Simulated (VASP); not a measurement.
# Si (I4_1/amd) in VASP: notebook

Si is run at these levels: LDA; tasks: single point.

All numbers are computed with VASP 6.6.1; they aren't measurements. Logs are shortened: lines on timing, memory, paths and dates and some standing lists are left out, and cuts for length are marked.

## Step 1: The cell of the first run

The structure is tetragonal, space group I4_1/amd (No. 141). The conventional cell has a = 5.122 Å, b = 5.122 Å, c = 2.659 Å, α = 90.00°, β = 90.00°, γ = 90.00°. Within 3.5 Å of Si (site symmetry -4m2) lie 10 Si at 2.65 to 3.25 Å.

## Step 2: Single point, LDA (strain +0.080 along x and y, +0.000 along z)

INCAR reads:

```
SYSTEM = Si
PREC = Accurate
ENCUT = 520
EDIFF = 1E-7
ISMEAR = 0
SIGMA = 0.15
LREAL = .False.
LASPH = .True.
NELM = 100
ALGO = Normal
ISIF = 2
LWAVE = .False.
LCHARG = .False.
NBANDS = 11
```

KPOINTS reads:

```
Automatic mesh
0
Gamma
  20 20 20
  0 0 0
```

POSCAR reads:

```
Si
1.0
   -2.5610820889      2.5610820889      1.3292653899
    2.5610820889     -2.5610820889      1.3292653899
    2.5610820889      2.5610820889     -1.3292653899
Si
2
Direct
    0.2500000000      0.7500000000      0.5000000000
    0.5000000000      0.5000000000      0.0000000000
```

Potentials or basis: VASP PAW LDA potentials, release 64 (Si).

Command:

```sh
$ cat potpaw_LDA.64/Si/POTCAR > POTCAR
$ mpirun -np 1 vasp_std > vasp.out
```

OUTCAR:

```text
SYSTEM = Si
   PREC = Accurate
   ENCUT = 520
   EDIFF = 1E-7
   ISMEAR = 0
   LREAL = .False.
   LASPH = .True.
   NELM = 100
   ISIF = 2

 ion  position               nearest neighbor table
   1  0.250  0.750  0.500-   2 2.65   2 2.65   2 2.65   2 2.65
   2  0.500  0.500  0.000-   1 2.65   1 2.65   1 2.65   1 2.65

  LATTYP: Found a body centered tetragonal cell.
 ALAT       =     5.1221641778
 C/A-ratio  =     0.5190249058

  Lattice vectors:

 A1 = (  -2.5610820889,   2.5610820889,   1.3292653899)
 A2 = (   2.5610820889,  -2.5610820889,   1.3292653899)
 A3 = (   2.5610820889,   2.5610820889,  -1.3292653899)

Analysis of symmetry for initial positions (statically):
=====================================================================
 Subroutine PRICEL returns:
 Original cell was already a primitive cell.

 Routine SETGRP: Setting up the symmetry group for a
 body centered tetragonal supercell.

 Subroutine GETGRP returns: Found 16 space group operations
 (whereof  8 operations were pure point group operations)
 out of a pool of 16 trial point group operations.

The static configuration has the point symmetry D_2d.
 The point group associated with its full space group is D_4h.

Analysis of symmetry for dynamics (positions and initial velocities):
=====================================================================
 Subroutine PRICEL returns:
 Original cell was already a primitive cell.

 Routine SETGRP: Setting up the symmetry group for a
 body centered tetragonal supercell.

 Subroutine GETGRP returns: Found 16 space group operations
 (whereof  8 operations were pure point group operations)
 out of a pool of 16 trial point group operations.

The dynamic configuration has the point symmetry D_2d.
 The point group associated with its full space group is D_4h.

 Subroutine INISYM returns: Found 16 space group operations
 (whereof  8 operations are pure point group operations),
 and found     1 'primitive' translations

----------------------------------------------------------------------------------------

                                     Primitive cell

  volume of cell :      34.8754

  direct lattice vectors                    reciprocal lattice vectors
    -2.561082089  2.561082089  1.329265390     0.000000000  0.195229978  0.376147610
     2.561082089 -2.561082089  1.329265390     0.195229978  0.000000000  0.376147610
     2.561082089  2.561082089 -1.329265390     0.195229978  0.195229978  0.000000000

  length of vectors
     3.858138075  3.858138075  3.858138075     0.423794489  0.423794489  0.276096883

  position of ions in fractional coordinates (direct lattice)
     0.250000000  0.750000000  0.500000000
     0.500000000  0.500000000  0.000000000

  ion indices of the primitive-cell ions
   primitive index   ion index
                 1           1
                 2           2

----------------------------------------------------------------------------------------

 KPOINTS: Automatic mesh

Automatic generation of k-mesh.
 Grid dimensions read from file:
 generate k-points for:   20   20   20

 Generating k-lattice:

  Cartesian coordinates                     Fractional coordinates (reciprocal lattice)
     0.000000000  0.009761499  0.018807381     0.050000000  0.000000000 -0.000000000
     0.009761499  0.000000000  0.018807381     0.000000000  0.050000000 -0.000000000
     0.009761499  0.009761499  0.000000000     0.000000000  0.000000000  0.050000000

  Length of vectors
     0.021189724  0.021189724  0.013804844

  Shift w.r.t. Gamma in fractional coordinates (k-lattice)
     0.000000000  0.000000000  0.000000000

 Subroutine IBZKPT returns following result:
 ===========================================

 Found    641 irreducible k-points:

 Following reciprocal coordinates:
            Coordinates               Weight
  0.000000  0.000000  0.000000      1.000000
  0.050000  0.000000  0.000000      8.000000
  0.100000 -0.000000  0.000000      8.000000
  0.150000  0.000000 -0.000000      8.000000
  0.200000 -0.000000  0.000000      8.000000
  0.250000  0.000000 -0.000000      8.000000
[... 16 lines left out ...]
 -0.400000  0.050000  0.000000     16.000000
 -0.350000  0.050000  0.000000     16.000000
 [... further k-points ...]
   k-points           NKPTS =    641   k-points in BZ     NKDIM =    641   number of bands    NBANDS=     11
   number of dos      NEDOS =    301   number of ions     NIONS =      2
   total plane-waves  NPLWV =  27000
   dimension x,y,z NGX =    30 NGY =   30 NGZ =   30
   dimension x,y,z NGXF=    60 NGYF=   60 NGZF=   60
   ions per type =               2
   NGX,Y,Z   is equivalent  to a cutoff of  12.93, 12.93, 12.93 a.u.
   NGXF,Y,Z  is equivalent  to a cutoff of  25.85, 25.85, 25.85 a.u.
 SYSTEM =  Si
   PREC   = accura    normal or accurate (medium, high low for compatibility)
   ISTART =      0    job   : 0-new  1-cont  2-samecut
   ICHARG =      2    charge: 1-file 2-atom 10-const
   ISPIN  =      1    spin polarized calculation?
   LNONCOLLINEAR =      F non collinear calculations
   LSORBIT =      F    spin-orbit coupling
   LASPH  =      T    aspherical Exc in radial PAW
   ENCUT  =  520.0 eV  38.22 Ry    6.18 a.u.   7.17  7.17  7.17*2*pi/ulx,y,z
   NELM   =    100;   NELMIN=  2; NELMDL= -5     # of ELM steps
   EDIFF  = 0.1E-06   stopping-criterion for ELM
   LREAL  =      F    real-space projection
   EDIFFG = 0.1E-05   stopping-criterion for IOM
   NSW    =      0    number of steps for IOM
   IBRION =     -1    ionic relax: 0-MD 1-quasi-New 2-CG
   NFREE  =      0    steps in history (QN), initial steepest desc. (CG)
   ISIF   =      2    stress and relaxation
   ISYM   =      2    0-nonsym 1-usesym 2-fastsym
   POTIM  = 0.5000    time-step for ionic-motion
   TEBEG  =    0.0;   TEEND  =   0.0 temperature during run
   PSTRESS=    0.0 pullay stress
   NELECT =       8.0000    total number of electrons
   NUPDOWN=      -1.0000    fix difference up-down
   EMIN   =  10.00;   EMAX   =-10.00  energy-range for DOS
   EFERMI =   0.00;   METHOD = LEGACY
   ISMEAR =     0;   SIGMA  =   0.15  broadening in eV -4-tet -1-fermi 0-gaus
   EFERMI_NEDOS =   21; number of points for ismear=-14 and -15
   IALGO  =     38    algorithm
   IMIX   =      4    mixing-type and parameters
     AMIX     =   0.40;   BMIX     =  1.00
     AMIX_MAG =   1.60;   BMIX_MAG =  1.00
  volume/ion in A,a.u.               =      17.44       117.68
  Fermi-wavevector in a.u.,A,eV,Ry     =   1.002148  1.893785 13.664344  1.004301
  Thomas-Fermi vector in A             =   2.134616
   LORBIT       =      0    0 simple, 1 ext, 2 COOP (PROOUT), +10 PAW based schemes
   GGA     = CA    functional components
   LHFCALC =     F    Hartree Fock is set to
   AEXX    =    0.0000 exact exchange contribution
   IVDW    =     0    specifies the selected vdW correction
   LEPSILON=     F    determine dielectric tensor
   LRPA    =     F    only Hartree local field effects (RPA)
 non-spin polarized calculation
 Gauss-broadening in eV      SIGMA  =   0.15
  energy-cutoff  :      520.00
  volume of cell :       34.88
 maximum number of plane-waves:       957
 NGX is ok and might be reduce to    30
   NGX = 15   NGY = 15   NGZ = 15

 number of electron       7.9999999 magnetization

 Free energy of the ion-electron system (eV)
  ---------------------------------------------------
  ext. energy  EPLUGINS =         0.00000000
  ---------------------------------------------------
  free energy    TOTEN  =       -11.23697265 eV

  energy without entropy =      -11.22856589  energy(sigma->0) =      -11.23276927

 E-fermi :   7.4485     XC(G=0): -10.4607

 val. band max:        7.4466107806   @ k =  -0.1000   0.3500   0.1000
 cond. band min:       7.4487319691   @ k =  -0.2500   0.2500   0.0500
 fundamental gap:      0.0021211885
 Fermi energy:         7.4484736717

 k-point     1 :       0.0000    0.0000    0.0000
  band No.  band energies     occupation
      1      -5.1119      2.00000
      2       4.1231      2.00000
      3       5.0136      2.00000
      4       5.0136      2.00000
      5       9.4261      0.00000
      6      14.6634      0.00000
      7      14.6634      0.00000
      8      14.8740      0.00000
      9      16.5988      0.00000
     10      17.0368      0.00000
     11      17.3326      0.00000

 k-point     2 :       0.0500    0.0000    0.0000
  band No.  band energies     occupation
      1      -5.0477      2.00000
      2       3.9473      2.00000
      3       5.0059      2.00000
      4       5.3048      2.00000
      5       9.5545      0.00000
      6      14.0445      0.00000
      7      14.6753      0.00000
      8      15.1546      0.00000
      9      15.5370      0.00000
     10      16.8575      0.00000
     11      18.0218      0.00000

 k-point     3 :       0.1000   -0.0000    0.0000
  band No.  band energies     occupation
      1      -4.8551      2.00000
      2       3.6843      2.00000
      3       4.9937      2.00000
      4       5.9109      2.00000
      5       9.9265      0.00000
      6      13.2001      0.00000
      7      14.0223      0.00000
      8      14.6796      0.00000
      9      14.7727      0.00000
     10      16.5981      0.00000
     11      18.8275      0.00000

 k-point     4 :       0.1500    0.0000   -0.0000
  band No.  band energies     occupation
      1      -4.5348      2.00000
      2       3.4963      2.00000
      3       5.0026      2.00000
      4       6.6589      2.00000
      5      10.5091      0.00000
      6      12.1408      0.00000
      7      12.5433      0.00000
      8      13.8400      0.00000
      9      14.5466      0.00000
     10      16.4648      0.00000
     11      17.6793      0.00000
[... 239 lines left out ...]
 k-point    22 :      -0.4500    0.0500    0.0000
  band No.  band energies     occupation
      1      -0.8443      2.00000
      2       3.3130      2.00000
      3       4.3006      2.00000
      4       5.8624      2.00000
      5       7.2239      1.96577
      6      10.1997      0.00000
      7      10.9797      0.00000
      8      12.3462      0.00000
      9      14.6064      0.00000
     10      16.9488      0.00000
     11      18.5429      0.00000

 k-point    23 :      -0.4000    0.0500    0.0000
  band No.  band energies     occupation
      1      -1.7945      2.00000
      2       3.3579      2.00000
      3       5.2391      2.00000
      4       5.5772      2.00000
      5       8.0936      0.00000
      6      10.9399      0.00000
      7      11.2171      0.00000
      8      11.4975      0.00000
      9      14.6102      0.00000
     10      15.6333      0.00000
     11      17.9832      0.00000

 k-point    24 :      -0.3500    0.0500    0.0000
  band No.  band energies     occupation
      1      -2.6345      2.00000
      2       3.1170      2.00000
      3       5.2395      2.00000
      4       6.7427      2.00000
      5       9.0534      0.00000
      6      10.4541      0.00000
      7      11.4121      0.00000
      8      11.9540      0.00000
      9      14.3676      0.00000
     10      15.0649      0.00000
     11      17.4192      0.00000

 [... further k-points ...]
[... 5 lines left out ...]
  --------------------------------------------------------------------------------------
  -------------------------------------------------------------------------------------
  Total       -3.1221559     -3.1221559     -2.2802710      0.0000000     -0.0000000      0.0000000
  in kB     -143.4321396   -143.4321396   -104.7558682      0.0000000     -0.0000000      0.0000000
  external PRESSURE =    -130.5400491 kB  Pullay stress =       0.0000000 kB

 VOLUME and BASIS-vectors are now :
 -----------------------------------------------------------------------------
  energy-cutoff  :      520.00
  volume of cell :       34.88
      direct lattice vectors                 reciprocal lattice vectors
    -2.561082089  2.561082089  1.329265390     0.000000000  0.195229978  0.376147610
     2.561082089 -2.561082089  1.329265390     0.195229978  0.000000000  0.376147610
     2.561082089  2.561082089 -1.329265390     0.195229978  0.195229978  0.000000000

 POSITION                                       TOTAL-FORCE (eV/Angst)
 -----------------------------------------------------------------------------------
      2.56108      0.00000      0.66463        -0.000000      0.000000      0.000000
      0.00000      0.00000      1.32927         0.000000     -0.000000     -0.000000
 -----------------------------------------------------------------------------------
    total drift:                                0.000000     -0.000000      0.000000

  FREE ENERGIE OF THE ION-ELECTRON SYSTEM (eV)
  ---------------------------------------------------
  free  energy   TOTEN  =       -11.2369726480 eV

  energy  without entropy=      -11.2285658883  energy(sigma->0) =      -11.23276927
```

It took 3.6 min on 1 thread of Intel Xeon Platinum 8259CL at 2.50GHz (Skylake/Cascade Lake), shared host; peak memory 0.29 GiB.

What came out:

| Quantity | Value |
| --- | --- |
| Free energy | -11.2370 eV |
| Pressure | -13.1 GPa |
| Band gap on the k mesh | zero (band 4 reaches 8.94 eV, above the bottom of band 5 at 4.01 eV) |

Caveat: the cell differs from its parent crystal (strain +0.080 along x and y, +0.000 along z).

## Step 3: Single point, LDA (strain +0.040 along x and y, +0.080 along z)

INCAR reads:

```
PREC = Accurate
ENCUT = 520
EDIFF = 1E-7
ISMEAR = 0
SIGMA = 0.15
LREAL = False
LASPH = True
NELM = 80
ALGO = Normal
ISIF = 2
LWAVE = False
LCHARG = True
GGA = CA
LELF = True
LVHAR = True
NBANDS = 11
```

KPOINTS reads:

```
Automatic mesh
0
Gamma
  20 20 20
```

POSCAR reads:

```
Si
1.0
   -2.4662271967      2.4662271967      1.4356066211
    2.4662271967     -2.4662271967      1.4356066211
    2.4662271967      2.4662271967     -1.4356066211
Si
2
Direct
    0.2500000000      0.7500000000      0.5000000000
    0.5000000000      0.5000000000      0.0000000000
```

Potentials or basis: VASP PAW LDA potentials, release 64 (Si).

Command:

```sh
$ cat potpaw_LDA.64/Si/POTCAR > POTCAR
$ mpirun -np 1 vasp_std > vasp.out
```

OUTCAR:

```text
PREC = Accurate
   ENCUT = 520
   EDIFF = 1E-7
   ISMEAR = 0
   LREAL = False
   LASPH = True
   NELM = 80
   ISIF = 2
   GGA = CA

 ion  position               nearest neighbor table
   1  0.250  0.750  0.500-   2 2.57   2 2.57   2 2.57   2 2.57
   2  0.500  0.500  0.000-   1 2.57   1 2.57   1 2.57   1 2.57

  LATTYP: Found a body centered tetragonal cell.
 ALAT       =     4.9324543934
 C/A-ratio  =     0.5821063943

  Lattice vectors:

 A1 = (  -2.4662271967,   2.4662271967,   1.4356066211)
 A2 = (   2.4662271967,  -2.4662271967,   1.4356066211)
[... 515 lines left out ...]
      7      11.1935      0.00000
      8      12.0556      0.00000
      9      14.5879      0.00000
     10      15.0665      0.00000
     11      18.7132      0.00000

 [... further k-points ...]
[... 5 lines left out ...]
  --------------------------------------------------------------------------------------
  -------------------------------------------------------------------------------------
  Total       -2.7059248     -2.7059248     -2.8473205      0.0000000     -0.0000000      0.0000000
  in kB     -124.1265547   -124.1265547   -130.6126770      0.0000000     -0.0000000      0.0000000
  external PRESSURE =    -126.2885955 kB  Pullay stress =       0.0000000 kB

 VOLUME and BASIS-vectors are now :
 -----------------------------------------------------------------------------
  energy-cutoff  :      520.00
  volume of cell :       34.93
      direct lattice vectors                 reciprocal lattice vectors
    -2.466227197  2.466227197  1.435606621     0.000000000  0.202738823  0.348284824
     2.466227197 -2.466227197  1.435606621     0.202738823  0.000000000  0.348284824
     2.466227197  2.466227197 -1.435606621     0.202738823  0.202738823  0.000000000

 POSITION                                       TOTAL-FORCE (eV/Angst)
 -----------------------------------------------------------------------------------
      2.46623      0.00000      0.71780        -0.000000      0.000000     -0.000000
      0.00000      0.00000      1.43561         0.000000     -0.000000      0.000000
 -----------------------------------------------------------------------------------
    total drift:                                0.000000      0.000000      0.000000

  FREE ENERGIE OF THE ION-ELECTRON SYSTEM (eV)
  ---------------------------------------------------
  free  energy   TOTEN  =       -11.2572435734 eV

  energy  without entropy=      -11.2487586596  energy(sigma->0) =      -11.25300112
```

stdout:

```text
POSCAR found type information on POSCAR Si
 POSCAR found :  1 types and       2 ions
 scaLAPACK will be used
 LDA part: xc-table for (Slater(with rela. corr.)+CA(PZ))
 , standard interpolation
 POSCAR, INCAR and KPOINTS ok, starting setup
 FFT: planning ... GRIDC
 FFT: planning ... GRID_SOFT
 FFT: planning ... GRID
 WAVECAR not read
 entering main loop
```

Wall time 3 min (1 thread of Intel Xeon Platinum 8259CL at 2.50GHz (Skylake/Cascade Lake), shared host); peak memory 0.29 GiB.

Results:

| Item | Value |
| --- | --- |
| Free energy | -11.2572 eV |
| Pressure | -12.6 GPa |
| Band gap on the k mesh | zero (band 4 reaches 9.84 eV, above the bottom of band 5 at 3.89 eV) |

Caveat: the cell differs from its parent crystal (strain +0.040 along x and y, +0.080 along z).
